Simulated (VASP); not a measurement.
Input of a VASP 6.6.1 run:

The input INCAR:

```
PREC     = Accurate       # precision mode
ENCUT    = 500            # plane-wave cutoff, eV
EDIFF    = 1E-6           # SCF threshold, eV
ISMEAR   = -1             # smearing method
SIGMA    = 0.1            # smearing width, eV
LREAL    = False          # projectors in reciprocal space
LASPH    = True           # aspherical terms in the spheres
NELM     = 120            # most SCF steps
ALGO     = Normal         # electronic algorithm
ISIF     = 2              # what is computed and relaxed
LWAVE    = False          # write WAVECAR
LCHARG   = False          # write CHGCAR
GGA      = PS             # functional
NBANDS   = 12             # bands
GGA_COMPAT= False
```

Contents of KPOINTS:

```
regular mesh
0
Gamma
  17 17 17
```

POSCAR

```
Sc
1.0
    0.0000000000      2.0944768994      2.0944768994
    2.0944768994      0.0000000000      2.0944768994
    2.0944768994      2.0944768994      0.0000000000
Sc
1
Direct
    0.0000000000      0.0000000000      0.0000000000
```

Potentials or basis: VASP PAW PBE potentials, release 64 (Sc_sv).

The run is started by

```console
$ cat potpaw_PBE.64/Sc_sv/POTCAR > POTCAR
$ mpirun -np 1 vasp_std > vasp.out
```

(1) What does it give for the band gap on the k mesh?

(2) Estimate the pressure.

Results:

(1) zero (an odd number of electrons rules out a gap without spin polarisation).

(2) 20.1 GPa.

Caveat: the cell stands under pressure; the PAW data sets were made with another functional, which shifts forces and pressure a little.
